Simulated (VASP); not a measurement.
A run of VASP 6.6.1:

The input INCAR:

```
SYSTEM = Si
PREC = Accurate
ENCUT = 520
EDIFF = 1E-6
ISMEAR = 0
SIGMA = 0.1
LREAL = .FALSE.
LASPH = .TRUE.
NELM = 80
ALGO = Normal
ISIF = 2
LWAVE = .FALSE.
LCHARG = .TRUE.
LDIPOL = .TRUE.
IDIPOL = 3
DIPOL = 0.5 0.5 0.386
GGA = PE
IVDW = 12
LELF = .TRUE.
LVHAR = .TRUE.
LVACPOTAV = .TRUE.
NBANDS = 16
```

Contents of KPOINTS:

```
regular mesh
0
G
  9 9 1
  0 0 0
```

File POSCAR:

```
Si
1.0
    3.8472023583      0.0000000000      0.0000000000
   -1.9236011791      3.3317749758      0.0000000000
    0.0000000000      0.0000000000     18.4446971457
Si
4
Direct
    0.3333333333      0.6666666667      0.2695814701
    0.6666666667      0.3333333333      0.2439725610
    0.8888888889      0.1111111111      0.5283197153
    1.2222222222     -0.2222222222      0.5027108062
```

Potentials or basis: VASP PAW PBE potentials, release 64 (Si).

Command:

```sh
$ cat potpaw_PBE.64/Si/POTCAR > POTCAR
$ mpirun -np 1 vasp_std > vasp.out
```

Hardware: 1 thread of AMD EPYC 9R45 96-Core Processor (Zen 5) (shared host).

Task: Estimate the wall time of this run.

Result: It took 73 s on 1 thread of AMD EPYC 9R45 96-Core Processor (Zen 5), with other jobs on the host, peak memory 0.33 GiB. Counts: scf iterations 22, k points 25.
